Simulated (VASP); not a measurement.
Set up this calculation in VASP 6.6.1, as the native input.

| Property | Result |
| --- | --- |
| Task | single point |
| Functional | BLYP |
| Potentials or basis | VASP PAW PBE potentials, release 64 (B, P) |
| Cutoff | 500 eV |
| k mesh | 8 × 8 × 8 |
| Occupations | fermi-dirac, width 0.1 eV |
| Spin | no spin polarisation |
| Dipole correction | no |
| Further INCAR settings | ALGO = Normal; EDIFF = 1e-06; NBANDS = 11 |

The structure of BP lies in POSCAR:

```
BP
1.0
    0.0000000000      2.2690000000      2.2690000000
    2.2690000000      0.0000000000      2.2690000000
    2.2690000000      2.2690000000      0.0000000000
B P
1 1
Direct
    0.0000000000      0.0000000000      0.0000000000
    0.2500000000      0.2500000000      0.2500000000
```

One way to write it, as run:

INCAR

```
  AGGAC = 1.0
  AGGAX = 1.0
  ALDAC = 0.0
  ALDAX = 1.0
  ALGO = Normal
  EDIFF = 1E-6
  ENCUT = 500
  GGA = B5
  GGA_COMPAT = False
  ISIF = 2
  ISMEAR = -1
  LASPH = True
  LCHARG = False
  LREAL = False
  LWAVE = False
  NBANDS = 11
  NELM = 120
  PREC = Accurate
  SIGMA = 0.1
```

KPOINTS

```
k-points
0
Gamma
  8 8 8
```

Potentials or basis: VASP PAW PBE potentials, release 64 (B, P).

Launch:

```bash
$ cat potpaw_PBE.64/B/POTCAR potpaw_PBE.64/P/POTCAR > POTCAR
$ mpirun -np 1 vasp_std > vasp.out
```

It gave:

```yaml
Pressure: 5.9 GPa
Band_gap_on_the_k_mesh: 1.56 eV, indirect (least direct gap 3.58 eV)
```

Caveat: the PAW data sets were made with another functional, which shifts forces and pressure a little.

Run time: 15 s on 1 thread of AMD EPYC 9R45 (Zen 5), with other jobs on the host, peak memory 0.1 GiB.
